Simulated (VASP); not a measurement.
Crystal: Au.

```
CELL_PARAMETERS angstrom
0.00000 2.03500 2.03500
2.03500 0.00000 2.03500
2.03500 2.03500 0.00000
ATOMIC_POSITIONS crystal
Au 0.00000 0.00000 0.00000
```

```yaml
Program: VASP 6.6.1
Task: relaxation of cell and atoms
Functional: r2SCAN
Potentials_or_basis: VASP PAW PBE potentials, release 64 (Au)
Cutoff: 550 eV
k_mesh: 10 × 10 × 10
Occupations: methfessel-paxton, width 0.05 eV
Spin: no spin polarisation
```

At the start: pressure 8.0 GPa; volume 16.85 Å³/atom.

Problem. Where does the relaxation end?

Solution. Over 4 steps the energy falls by 18.3 meV/atom and the volume is 17.63 Å³/atom (+4.6 %); space group Fm-3m (No. 225, to 0.1 Å) before and after.

The path:
```csv
step,energy change (eV),largest force (eV/Å),pressure (GPa),volume (Å³)
1,0.0000,0.0000,8.00,16.85
2,0.0244,0.0000,-9.23,18.99
3,-0.0183,0.0000,-0.14,17.65
4,-0.0183,0.0000,0.00,17.63
```

Final structure:
```
Au
1.0
     0.00000    2.06578    2.06578
     2.06578    0.00000    2.06578
     2.06578    2.06578    0.00000
Au
1
Direct
  0.00000 0.00000 0.00000
```

Caveat: the PAW data sets were made with another functional, which shifts forces and pressure a little.
